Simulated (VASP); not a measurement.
Runs of VASP 6.6.1 on SnGeTe3. The structure is that of space group P6/mmm (No. 191), or close to it. The cells are those of the table. The cell was generated, and may not be a known phase.

| task | cell | k mesh | cutoff (eV) | gap on the mesh (eV) | pressure (GPa) | relaxed volume (Å³/atom) |
| --- | --- | --- | --- | --- | --- | --- |
| single point | a = 6.469, b = 6.469, c = 5.341 Å, angles 90.0, 90.0, 120.0°, 5 atoms | 6 × 6 × 2 | 520 | none | -0.1 | - |
| relaxation of cell and atoms | relaxed from a = 6.469, b = 6.469, c = 5.341 Å, angles 90.0, 90.0, 120.0°, 5 atoms | 3 × 3 × 4 | 600 | none | -0.1 | 40.28 |
| relaxation of cell and atoms | relaxed from a = 5.048, b = 5.048, c = 7.556 Å, angles 90.0, 90.0, 120.0°, 5 atoms | 6 × 6 × 2 | 600 | none | 0.0 | 38.54 |
| single point | a = 5.048, b = 5.048, c = 7.556 Å, angles 90.0, 90.0, 120.0°, 5 atoms | 6 × 6 × 2 | 520 | none | (a) | - |
| single point | a = 6.485, b = 6.485, c = 5.526 Å, angles 90.0, 90.0, 120.0°, 5 atoms | 3 × 3 × 4 | 520 | none | -0.1 | - |
| single point | a = 6.433, b = 6.433, c = 5.465 Å, angles 90.0, 90.0, 120.0°, 5 atoms | 6 × 6 × 8 | 520 | none | 0.0 | - |

Alike in all rows: level PBE; potentials or basis VASP PAW PBE potentials, release 64 (Sn_d, Ge_d, Te); no spin polarisation; smearing gaussian 0.1 eV.

Q: Fill in the values left out.

A: (a) 49.8.

Caveats: some runs use coarse meshes; spin-orbit coupling is left out, which moves the levels of the heavy elements; the volume moved by over 15 % at a fixed basis, so the end points are rough (at least some runs).

A k mesh can miss the band edges, and the runs leave out spin-orbit coupling on Ge, Sn, Te.

A gap of «none» marks levels without a gap at the run's occupations.
